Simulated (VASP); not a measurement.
The system is AlCo (NiAs type).

```
Co Al
1.0
     3.47142    0.00000    0.00000
    -1.73571    3.00634    0.00000
     0.00000    0.00000    5.38070
Co Al
2 2
Cartesian
  0.0000 0.0000 0.0000
  0.0000 0.0000 2.6904
  0.0000 2.0042 1.3452
  1.7357 1.0021 4.0355
```

- Program: VASP 6.6.1
- Task: relaxation of cell and atoms
- Functional: PBE
- Potentials or basis: VASP PAW PBE potentials, release 64 (Co, Al)
- Cutoff: 600 eV
- k mesh: 10 × 10 × 6
- Occupations: fermi-dirac, width 0.05 eV
- Spin: no spin polarisation

At the start: pressure -2.4 GPa; volume 14.04 Å³/atom.

Problem. How do energy, volume and symmetry change on relaxing?

Solution. Over 25 steps the energy falls by 302.7 meV/atom and the volume is 12.21 Å³/atom (-13.0 %); space group P6_3/mmc (No. 194, to 0.05 Å).

Step by step:
```
step  energy change (eV)  largest force (eV/Å)  pressure (GPa)  volume (Å³)
   1              0.0000                0.0000           -2.39        56.15
   2             -0.0273                0.0000            1.02        54.46
   3             -0.0296                0.0000            2.43        53.84
   4             -0.0481                0.0000            2.63        53.59
   5             -0.1009                0.0000            3.45        52.82
   6             -0.1511                0.0000            6.19        51.08
   7             -0.1991                0.0000            3.23        51.88
   8             -0.3290                0.0000           -4.41        54.23
   9             -0.3605                0.0000          -15.41        58.66
  10             -0.3922                0.0000          -10.10        56.32
  11             -0.4078                0.0000          -10.71        56.50
  12             -0.4485                0.0000          -12.44        57.03
  13             -0.4925                0.0000          -15.48        57.98
  14             -0.5692                0.0000          -15.47        57.56
  15             -0.7790                0.0000          -15.14        56.18
  16             -0.9554                0.0000          -11.97        53.06
  17             -0.9502                0.0000          -13.65        54.19
  18             -1.0608                0.0000          -10.85        52.86
  19             -1.1949                0.0000           -3.74        50.13
  20             -1.2068                0.0000           -0.11        49.01
  21             -1.2069                0.0000           -0.51        49.12
  22             -1.2080                0.0000           -0.42        49.07
  23             -1.2102                0.0000           -0.17        48.94
  24             -1.2093                0.0000            0.39        48.68
  25             -1.2107                0.0000            0.03        48.85
```

Final structure:
```
CELL_PARAMETERS angstrom
2.73249 0.00000 0.00000
-1.36625 2.36641 0.00000
0.00000 0.00000 7.55425
ATOMIC_POSITIONS crystal
Co 0.00000 0.00000 0.00000
Co 0.00000 0.00000 0.50000
Al 0.33333 0.66667 0.25000
Al 0.66667 0.33333 0.75000
```
